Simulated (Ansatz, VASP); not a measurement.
**P in VASP and in Ansatz**

```
CELL_PARAMETERS angstrom
2.42469 0.00000 0.00000
0.00000 2.43854 0.00000
-0.02031 0.00000 4.85243
ATOMIC_POSITIONS crystal
P 0.00000 0.00000 0.74943
P 0.00000 0.00000 0.25057
```

Alike in both runs: task single point; functional PBE-based screened hybrid; k mesh 6 × 6 × 3; occupations fermi-dirac, width 0.05 eV; no spin polarisation.

|  | VASP | Ansatz |
| --- | --- | --- |
| version | VASP 6.6.1 | Ansatz 0.2.0 |
| potentials or method | VASP PAW PBE potentials, release 64 (P) | Ansatz PAW |
| plane-wave cutoff (eV) | 520 | 420 |
| valence electrons in the cell | 10 | 10 |

Ansatz gave:

- gap on the k mesh at the Fermi level (eV): none
- pressure (GPa): 0.6
- traceless stress, the component that is largest in VASP (GPa): 0.66
- rms of the force components (eV/Å): 0.012

Problem. Which values does VASP return?

Solution. gap on the k mesh at the Fermi level (eV): none; pressure (GPa): 0.1; traceless stress, the component that is largest in VASP (GPa): 0.70; rms of the force components (eV/Å): 0.012.

VASP's potentials were made for PBE, not for PBE-based screened hybrid. Atom by atom the forces differ by 0.001 eV/Å (rms over components). A gap of «none» marks a metal or a gap that the smearing closes.

The k mesh is coarse, so the values compare programs but aren't converged.
